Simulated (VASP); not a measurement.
A run of VASP 6.6.1:

Contents of INCAR:

```
SYSTEM = NbN
PREC = Accurate
ENCUT = 600
EDIFF = 1E-6
ISMEAR = 0
SIGMA = 0.1
LREAL = .False.
LASPH = .True.
NELM = 120
ALGO = Normal
ISIF = 2
LWAVE = .False.
LCHARG = .True.
GGA = PE
LELF = .True.
LVHAR = .True.
NBANDS = 16
GGA_COMPAT = .False.
```

Contents of KPOINTS:

```
Automatic mesh
0
Gamma
  16 16 16
  0 0 0
```

The input POSCAR:

```
NbN
1.0
    0.0000000000      2.1656410829      2.1656410829
    2.1656410829      0.0000000000      2.1656410829
    2.1656410829      2.1656410829      0.0000000000
Nb N
1 1
Direct
    0.5000000000      0.5000000000      0.5000000000
    0.0000000000      0.0000000000      0.0000000000
```

Potentials or basis: VASP PAW PBE potentials, release 64 (Nb_sv, N).

Run with:

```sh
$ cat potpaw_PBE.64/Nb_sv/POTCAR potpaw_PBE.64/N/POTCAR > POTCAR
$ mpirun -np 1 vasp_std > vasp.out
```

Hardware: 1 thread of Intel(R) Xeon(R) 6975P-C (Granite Rapids) (shared host).

Q: How long does it take, and how much memory?

A: Wall time 18 s on 1 thread of Intel(R) Xeon(R) 6975P-C (Granite Rapids), with other jobs on the host, peak memory 0.18 GiB. Counts: scf iterations 13, k points 145.
